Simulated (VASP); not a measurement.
# Nb2Si2O (Cmmm) in VASP: a series of runs, part 2 of 2

VASP 6.6.1.

**4. Relaxation of cell and atoms, PBE**

INCAR reads:

```
PREC     = Accurate       # precision mode
ENCUT    = 600            # plane-wave cutoff, eV
EDIFF    = 1E-6           # SCF threshold, eV
ISMEAR   = 0              # smearing method
SIGMA    = 0.1            # smearing width, eV
LREAL    = F              # projectors in reciprocal space
LASPH    = T              # aspherical terms in the spheres
NELM     = 80             # most SCF steps
ALGO     = Normal         # electronic algorithm
ISIF     = 3              # what is computed and relaxed
LWAVE    = F              # write WAVECAR
LCHARG   = F              # write CHGCAR
GGA      = PE             # functional
IBRION   = 2              # ionic algorithm
NSW      = 90             # ionic steps
EDIFFG   = -0.04          # ionic threshold
```

KPOINTS reads:

```
Automatic mesh
0
Gamma
  4 4 4
```

POSCAR reads:

```
Nb2Si2O
1.0
    3.0102314000     -3.0853509500      0.0000000000
    3.0102314000      3.0853509500      0.0000000000
    0.0000000000      0.0000000000      3.8446376200
Nb Si O
2 2 1
Direct
    0.0000000000      0.5000000000      0.0000000000
    0.5000000000      0.0000000000      0.0000000000
    0.0000000000      0.0000000000      0.5000000000
    0.5000000000      0.5000000000      0.5000000000
    0.5000000000      0.5000000000      0.0000000000
```

Potentials or basis: VASP PAW PBE potentials, release 64 (Nb_sv, Si, O).

Command:

```bash
$ cat potpaw_PBE.64/Nb_sv/POTCAR potpaw_PBE.64/Si/POTCAR potpaw_PBE.64/O/POTCAR > POTCAR
$ mpirun -np 1 vasp_std > vasp.out
```

OUTCAR:

```text
PREC = Accurate
   ENCUT = 600
   EDIFF = 1E-6
   ISMEAR = 0
   LREAL = F
   LASPH = T
   NELM = 80
   ISIF = 3
   GGA = PE
   IBRION = 2
   NSW = 90
   EDIFFG = -0.04

 ion  position               nearest neighbor table
   1  0.000  0.500  0.000-   5 2.16   5 2.16   3 2.89   3 2.89   4 2.89   3 2.89   3 2.89   4 2.89
                             4 2.89   4 2.89   2 3.01   2 3.01
   2  0.500  0.000  0.000-   5 2.16   5 2.16   3 2.89   3 2.89   4 2.89   4 2.89   4 2.89   4 2.89
                             3 2.89   3 2.89   1 3.01   1 3.01
   3  0.000  0.000  0.500-   1 2.89   2 2.89   1 2.89   2 2.89   1 2.89   1 2.89   2 2.89   2 2.89
                             4 3.01   4 3.01   4 3.09   4 3.09
   4  0.500  0.500  0.500-   5 1.92   5 1.92   1 2.89   1 2.89   2 2.89   2 2.89   2 2.89   2 2.89
                             1 2.89   1 2.89   3 3.01   3 3.01   3 3.09   3 3.09
   5  0.500  0.500  0.000-   4 1.92   4 1.92   1 2.16   2 2.16   2 2.16   1 2.16

  LATTYP: Found a base centered orthorhombic cell.
[... 306 lines left out ...]

 number of electron      39.9999993 magnetization

------------------------ aborting loop because EDIFF is reached ----------------------------------------
[... 73 lines left out ...]
--------------------------------------- Ionic step       12  -------------------------------------------

 number of electron      39.9999993 magnetization

 Free energy of the ion-electron system (eV)
  ---------------------------------------------------
  ext. energy  EPLUGINS =         0.00000000
  ---------------------------------------------------
  free energy    TOTEN  =       -37.96951145 eV

  energy without entropy =      -37.95809617  energy(sigma->0) =      -37.96380381

 E-fermi :  11.2461     XC(G=0): -12.0171

 val. band max:       11.2145016171   @ k =   0.5000   0.0000   0.0000
 cond. band min:      11.2682725636   @ k =   0.5000   0.5000   0.5000
 fundamental gap:      0.0537709465
 Fermi energy:        11.2461309110

 k-point     1 :       0.0000    0.0000    0.0000
  band No.  band energies     occupation
      1     -44.1947      2.00000
      2     -44.0862      2.00000
      3     -20.7863      2.00000
      4     -20.5196      2.00000
      5     -20.2045      2.00000
      6     -20.1417      2.00000
[... 588 lines left out ...]
  FREE ENERGIE OF THE ION-ELECTRON SYSTEM (eV)
  ---------------------------------------------------
  free  energy   TOTEN  =       -37.9695114469 eV

  energy  without entropy=      -37.9580961729  energy(sigma->0) =      -37.96380381

 reached required accuracy - stopping structural energy minimisation
```

OSZICAR:

```text
N       E                     dE             d eps       ncg     rms          rms(c)
DAV:   1     0.450298838180E+03    0.45030E+03   -0.23394E+04  1008   0.185E+03
DAV:   2     0.851842206881E+00   -0.44945E+03   -0.44363E+03  1200   0.647E+02
DAV:   3    -0.379278165714E+02   -0.38780E+02   -0.38498E+02  1776   0.144E+02
[... 126 lines left out ...]
DAV:   4    -0.379694895905E+02    0.15038E-03   -0.13011E-03  1776   0.214E-01    0.482E-02
DAV:   5    -0.379694991966E+02   -0.96061E-05   -0.19293E-04  1896   0.879E-02    0.390E-02
DAV:   6    -0.379695121014E+02   -0.12905E-04   -0.49524E-05  1552   0.481E-02    0.176E-02
DAV:   7    -0.379695108467E+02    0.12547E-05   -0.20446E-05  1968   0.348E-02    0.214E-03
DAV:   8    -0.379695114469E+02   -0.60025E-06   -0.22229E-06   952   0.930E-03
  12 F= -.37969511E+02 E0= -.37963804E+02  d E =-.308738E-03
```

Run time: 4 min. Hardware: 1 thread of AMD EPYC 9R45 (Zen 5), shared host; peak memory 0.2 GiB.

What came out:

- Free energy: -37.9695 eV
- Relaxed volume: 14.08 Å³/atom
- Relaxed cell: a = 4.405 Å, b = 4.405 Å, c = 3.655 Å, α = 90.00°, β = 90.00°, γ = 96.76°
- Space group after relaxing (to 0.1 Å): Cmmm (No. 65)
- Energy gained by relaxing: 30.3 meV/atom
- Ionic steps: 12
- Pressure after relaxing: -0.2 GPa
- Band gap on the k mesh: zero (bands 20 and 21 overlap by 0.90 eV)

The path:
| step | energy change (eV) | largest force (eV/Å) | pressure (GPa) | volume (Å³) |
| --- | --- | --- | --- | --- |
| 1 | 0.0000 | 0.0000 | -0.88 | 71.42 |
| 2 | -0.0696 | 0.0000 | 0.10 | 70.58 |
| 3 | -0.1043 | 0.0000 | 1.07 | 69.81 |
| 4 | -0.0584 | 0.0000 | 4.51 | 68.17 |
| 5 | -0.1100 | 0.0000 | 1.87 | 69.40 |
| 6 | -0.1324 | 0.0000 | -1.77 | 70.99 |
| 7 | -0.1330 | 0.0000 | -1.35 | 70.78 |
| 8 | -0.1479 | 0.0000 | -0.18 | 70.38 |
| 9 | -0.1493 | 0.0000 | -0.43 | 70.47 |
| 10 | -0.1513 | 0.0000 | 0.57 | 70.05 |
| 11 | -0.1514 | 0.0000 | 0.39 | 70.13 |
| 12 | -0.1517 | 0.0000 | -0.25 | 70.42 |

Final structure:
```yaml
crystal:
  lattice:
    - [2.92561, -3.29307, 0.00000]
    - [2.92561, 3.29307, 0.00000]
    - [0.00000, 0.00000, 3.65466]
  atoms:
    - { symbol: Nb, position: [0.00000, 0.50000, 0.00000] }
    - { symbol: Nb, position: [0.50000, 0.00000, 0.00000] }
    - { symbol: Si, position: [0.00000, 0.00000, 0.50000] }
    - { symbol: Si, position: [0.50000, 0.50000, 0.50000] }
    - { symbol: O, position: [0.50000, 0.50000, 0.00000] }
```

Levels at points of the mesh, in eV from the Fermi level:
```tsv
k point	band 16	band 17	band 18	band 19	band 20	band 21	band 22	band 23	band 24
(0.00, 0.00, 0.00)	-2.20	-1.96	-1.74	-1.61	-1.23	-0.34	0.47	0.93	1.74
(0.50, 0.00, 0.00)	-2.73	-1.79	-1.25	-0.70	-0.55	-0.15	-0.03	0.75	1.49
(0.50, 0.50, 0.00)	-4.97	-2.79	-1.98	-0.71	0.36	1.26	1.64	2.14	3.91
(0.00, 0.00, 0.50)	-5.15	-2.79	-1.91	-0.70	0.21	0.98	1.74	1.82	2.51
(0.50, 0.00, 0.50)	-3.78	-3.35	-0.96	-0.35	-0.05	0.56	0.58	1.62	1.92
(0.50, 0.50, 0.50)	-2.78	-2.71	-2.17	-0.79	0.02	1.23	1.74	2.15	2.24
```

Caveat: the k points lie up to 0.43 Å⁻¹ apart in the final cell, too coarse for converged energies and pressures of a metal.

**5. Overview**

| task | spin | cell | cutoff (eV) | gap on the mesh (eV) | pressure (GPa) |
| --- | --- | --- | --- | --- | --- |
| single point | off | as given | 520 | none | -0.8 |
| single point | collinear, zero start | as given | 520 | none | -0.8 |
| relaxation of cell and atoms | off | relaxed | 600 | none | -0.2 |

Alike in all rows: level PBE; potentials or basis VASP PAW PBE potentials, release 64 (Nb_sv, Si, O); k mesh 4 × 4 × 4; smearing gaussian 0.1 eV.

Caveats: all runs use coarse meshes.

Absolute energies hang on the potentials; compare differences alone.
